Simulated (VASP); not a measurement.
Runs of VASP 6.6.1 on BN. The structure is that of space group P6_3/mmc (No. 194), or close to it. The cells are those of the table. 

| cell | gap on the mesh (eV) | pressure (GPa) |
| --- | --- | --- |
| a = 2.316, b = 2.316, c = 6.661 Å, angles 90.0, 90.0, 120.0°, 4 atoms | 4.63 | 82.5 |
| a = 2.833, b = 2.833, c = 6.661 Å, angles 90.0, 90.0, 120.0°, 4 atoms | 3.54 | -48.6 |
| a = 2.410, b = 2.410, c = 6.661 Å, angles 90.0, 90.0, 120.0°, 4 atoms | 4.46 | 36.2 |
| a = 2.128, b = 2.128, c = 6.661 Å, angles 90.0, 90.0, 120.0°, 4 atoms | 4.36 | 237.7 |
| a = 2.786, b = 2.786, c = 6.661 Å, angles 90.0, 90.0, 120.0°, 4 atoms | 3.64 | -45.2 |
| a = 2.598, b = 2.598, c = 6.661 Å, angles 90.0, 90.0, 120.0°, 4 atoms | 4.07 | (b) |
| a = 2.692, b = 2.692, c = 6.661 Å, angles 90.0, 90.0, 120.0°, 4 atoms | 3.85 | -35.1 |
| a = 2.222, b = 2.222, c = 6.661 Å, angles 90.0, 90.0, 120.0°, 4 atoms | (a) | 147.3 |
| a = 2.880, b = 2.880, c = 6.661 Å, angles 90.0, 90.0, 120.0°, 4 atoms | 3.44 | -51.2 |

Alike in all rows: task single point; level PBE; potentials or basis VASP PAW PBE potentials, release 64 (B, N); no spin polarisation; k mesh 12 × 12 × 4; cutoff (eV) 520; smearing gaussian 0.05 eV.

Fill in the values left out.

(a) 4.73; (b) -19.5.

Caveats: this functional lacks dispersion, which binds the layers, so the pressure and a relaxed spacing across them are unreliable (some runs).

A k mesh can miss the band edges.
